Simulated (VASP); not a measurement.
Set up this calculation in VASP 6.6.1, as the native input.

| Quantity | Value |
| --- | --- |
| Task | single point |
| Functional | PBE |
| Potentials or basis | VASP PAW PBE potentials, release 64 (Bi_d, Te) |
| Cutoff | 500 eV |
| k mesh | 8 × 8 × 8 |
| Occupations | fermi-dirac, width 0.05 eV |
| Spin | no spin polarisation |
| Dipole correction | no |
| Further INCAR settings | ALGO = Normal; EDIFF = 1e-06; NBANDS = 18 |

The structure of BiTe lies in POSCAR:

```
BiTe
1.0
    0.0000000000      3.2350000000      3.2350000000
    3.2350000000      0.0000000000      3.2350000000
    3.2350000000      3.2350000000      0.0000000000
Bi Te
1 1
Direct
    0.0000000000      0.0000000000      0.0000000000
    0.5000000000      0.5000000000      0.5000000000
```

The input as run:

INCAR

```
PREC = Accurate
ENCUT = 500
EDIFF = 1E-6
ISMEAR = -1
SIGMA = 0.05
LREAL = False
LASPH = True
NELM = 120
ALGO = Normal
ISIF = 2
LWAVE = False
LCHARG = False
GGA = PE
NBANDS = 18
GGA_COMPAT = False
```

KPOINTS

```
regular mesh
0
Gamma
  8 8 8
```

Potentials or basis: VASP PAW PBE potentials, release 64 (Bi_d, Te).

Run with:

```bash
$ cat potpaw_PBE.64/Bi_d/POTCAR potpaw_PBE.64/Te/POTCAR > POTCAR
$ mpirun -np 1 vasp_std > vasp.out
```

Results of the run:

```yaml
Pressure: 0.6 GPa
```

It took 59 s on 1 thread of Intel Xeon 8259CL, on a shared host, peak memory 0.22 GiB.
